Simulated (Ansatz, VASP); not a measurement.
## One calculation of Pt, two programs

```
CELL_PARAMETERS angstrom
0.00000 2.73141 2.73141
2.73141 0.00000 2.73141
2.73141 2.73141 0.00000
ATOMIC_POSITIONS crystal
Pt 0.12500 0.12500 0.12500
Pt 0.87500 0.87500 0.87500
```

Alike in both runs: task relaxation of cell and atoms; functional LDA; k mesh 10 × 10 × 10; occupations fermi-dirac, width 0.1 eV; no spin polarisation.

|  | VASP | Ansatz |
| --- | --- | --- |
| version | VASP 6.6.1 | Ansatz 0.2.0 |
| potentials or method | VASP PAW LDA potentials, release 64 (Pt), cutoff 600 eV | plane waves (420 eV) with PAW, scalar-relativistic |
| valence electrons in the cell | 20 | 36 |

|  | VASP | Ansatz | Ansatz less VASP |
| --- | --- | --- | --- |
| relaxed volume (Å³/atom) | 22.54 | 22.54 | -0.001 |
| relaxed cell length with the largest relative difference (Å) | 3.995 | 3.995 | -0.0001 |

Ansatz warns that its potentials were made for another functional, while VASP's fit it. LDA's correlation is that of Perdew and Zunger in VASP and of Perdew and Wang (1992) in Ansatz. VASP's potentials hold 20 valence electrons a cell and Ansatz's 36, so a difference there can come from the potentials and not from the codes.

Neither program's run includes spin-orbit coupling.
